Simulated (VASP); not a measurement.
Write the native input for VASP 6.6.1 that does the following.

```yaml
Task: single point
Functional: LDA
Potentials_or_basis: VASP PAW LDA potentials, release 64 (Mn_pv, Se)
Cutoff: 520 eV
k_mesh: 9 × 9 × 5
Occupations: fermi-dirac, width 0.1 eV
Spin: collinear spin, ferromagnetic start
Starting_moments: "[4.0, 4.0, 0.0, 0.0] μB"
Dipole_correction: no
Further_INCAR_settings: ALGO = Normal; EDIFF = 1e-06; NBANDS = 31
```

The structure of MnSe lies in POSCAR:

```
MnSe
1.0
    3.8593697997      0.0000000000      0.0000000000
   -1.9296848998      3.3423122891      0.0000000000
    0.0000000000      0.0000000000      5.9724110000
Mn Se
2 2
Direct
    0.0000000000      0.0000000000      0.0000000000
    0.0000000000      0.0000000000      0.5000000000
    0.6666666667      0.3333333333      0.2500000000
    0.3333333333      0.6666666667      0.7500000000
```

One way to write it, as run:

INCAR

```
SYSTEM = MnSe
PREC = Accurate
ENCUT = 520
EDIFF = 1E-6
ISMEAR = -1
SIGMA = 0.1
LREAL = .FALSE.
LASPH = .TRUE.
NELM = 150
ALGO = Normal
ISIF = 2
LWAVE = .FALSE.
LCHARG = .FALSE.
ISPIN = 2
MAGMOM = 4 4 0 0
LORBIT = 11
LMAXMIX = 4
GGA = CA
NBANDS = 31
```

KPOINTS

```
Automatic mesh
0
G
  9 9 5
  0 0 0
```

Potentials or basis: VASP PAW LDA potentials, release 64 (Mn_pv, Se).

Launch:

```console
$ cat potpaw_LDA.64/Mn_pv/POTCAR potpaw_LDA.64/Se/POTCAR > POTCAR
$ mpirun -np 1 vasp_std > vasp.out
```

It gave:

* Pressure: -9.7 GPa
* Net moment: 8.12 μB per cell
* Site moments: Mn +3.74; Se +0.05 μB
* Valence electrons inside the program's atomic spheres: Mn 11.43; Se 3.84

Caveat: the cell stands under tension; only a ferromagnetic start was run, and an antiferromagnetic order may lie lower in energy.

It took 2.6 min on 1 thread of Intel(R) Xeon(R) Platinum 8375C CPU @ 2.90GHz (Ice Lake) (shared host), peak memory 0.25 GiB.
